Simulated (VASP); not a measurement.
Set up this calculation in VASP 6.6.1, as the native input.

```yaml
Task: single point
Functional: PBE
Potentials_or_basis: VASP PAW PBE potentials, release 64 (Al, Ga_d, N)
Cutoff: 520 eV
k_mesh: 6 × 6 × 4
Occupations: gaussian, width 0.1 eV
Spin: no spin polarisation
Dipole_correction: no
Further_INCAR_settings: ALGO = Normal; EDIFF = 1e-06; NBANDS = 28
```

The structure of AlGa2N2 lies in POSCAR:

```
AlGa2N2
1.0
    3.4076416400      0.0000000000      0.0000000000
    0.0000000000      3.4076416400      0.0000000000
    0.0000000000      0.0000000000      6.7809704700
Al Ga N
1 2 2
Direct
    0.5000000000      0.5000000000      0.0000000000
    0.5000000000      0.5000000000      0.7083414700
    0.5000000000      0.5000000000      0.2916585300
    0.0000000000      0.5000000000      0.5000000000
    0.5000000000      0.0000000000      0.5000000000
```

The cell was generated, and may not be a known phase.

The input as run:

INCAR

```
SYSTEM = AlGa2N2
  PREC = Accurate
  ENCUT = 520
  EDIFF = 1E-6
  ISMEAR = 0
  SIGMA = 0.1
  LREAL = .False.
  LASPH = .True.
  NELM = 80
  ALGO = Normal
  ISIF = 2
  LWAVE = .False.
  LCHARG = .False.
  GGA = PE
  NBANDS = 28
```

KPOINTS

```
Automatic mesh
0
Gamma
  6 6 4
  0 0 0
```

Potentials or basis: VASP PAW PBE potentials, release 64 (Al, Ga_d, N).

The run is started by

```sh
$ cat potpaw_PBE.64/Al/POTCAR potpaw_PBE.64/Ga_d/POTCAR potpaw_PBE.64/N/POTCAR > POTCAR
$ mpirun -np 1 vasp_std > vasp.out
```

Results of the run:

```json
{
  "Pressure": "12.1 GPa",
  "Largest force": "8.992 eV/Å",
  "Band gap on the k mesh": "zero (an odd number of electrons rules out a gap without spin polarisation)"
}
```

Caveat: the stress differs along the axes, from -9 to 55 GPa; forces of over 1 eV/Å act on the atoms, so gaps and moduli don't describe the material at rest.

Run time: 110 s on 1 thread of AMD EPYC 7R13, with other jobs on the host, peak memory 0.19 GiB.
